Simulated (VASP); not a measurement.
Wanted: the native input for a VASP 6.6.1 run.

```yaml
Task: single point
Functional: PBEsol
Potentials_or_basis: VASP PAW PBE potentials, release 64 (Ti_sv, Se)
Cutoff: 520 eV
k_mesh: 12 × 12 × 8
Occupations: gaussian, width 0.1 eV
Spin: no spin polarisation
Dipole_correction: no
Further_INCAR_settings: ALGO = Normal; EDIFF = 1e-06; NBANDS = 26
```

The structure of TiSe lies in POSCAR:

```
TiSe
1.0
    3.3151238660      0.0000000000      0.0000000000
   -1.6575619330      2.8709814846      0.0000000000
    0.0000000000      0.0000000000      6.7215463462
Ti Se
2 2
Direct
    0.0000000000      0.0000000000      0.0000000000
    0.0000000000      0.0000000000      0.5000000000
    0.3333333333      0.6666666667      0.2500000000
    0.6666666667      0.3333333333      0.7500000000
```

One way to write it, as run:

INCAR

```
SYSTEM = TiSe
PREC     = Accurate       ! precision mode
ENCUT    = 520            ! plane-wave cutoff, eV
EDIFF    = 1E-6           ! SCF threshold, eV
ISMEAR   = 0              ! smearing method
SIGMA    = 0.1            ! smearing width, eV
LREAL    = .False.        ! projectors in reciprocal space
LASPH    = .True.         ! aspherical terms in the spheres
NELM     = 60             ! most SCF steps
ALGO     = Normal         ! electronic algorithm
ISIF     = 2              ! what is computed and relaxed
LWAVE    = .False.        ! write WAVECAR
LCHARG   = .False.        ! write CHGCAR
GGA      = PS             ! functional
NBANDS   = 26             ! bands
```

KPOINTS

```
Automatic mesh
0
Gamma
  12 12 8
  0 0 0
```

Potentials or basis: VASP PAW PBE potentials, release 64 (Ti_sv, Se).

Launch:

```bash
$ cat potpaw_PBE.64/Ti_sv/POTCAR potpaw_PBE.64/Se/POTCAR > POTCAR
$ mpirun -np 1 vasp_std > vasp.out
```

Results of the run:

```
Pressure               : 4.3 GPa
Band gap on the k mesh : zero (bands 18 and 19 overlap by 0.49 eV)
```

Caveat: the cell stands under pressure; the PAW data sets were made with another functional, which shifts forces and pressure a little.

Run time: 3.7 min on 1 thread of AMD EPYC 7R13 (shared host), peak memory 0.25 GiB.
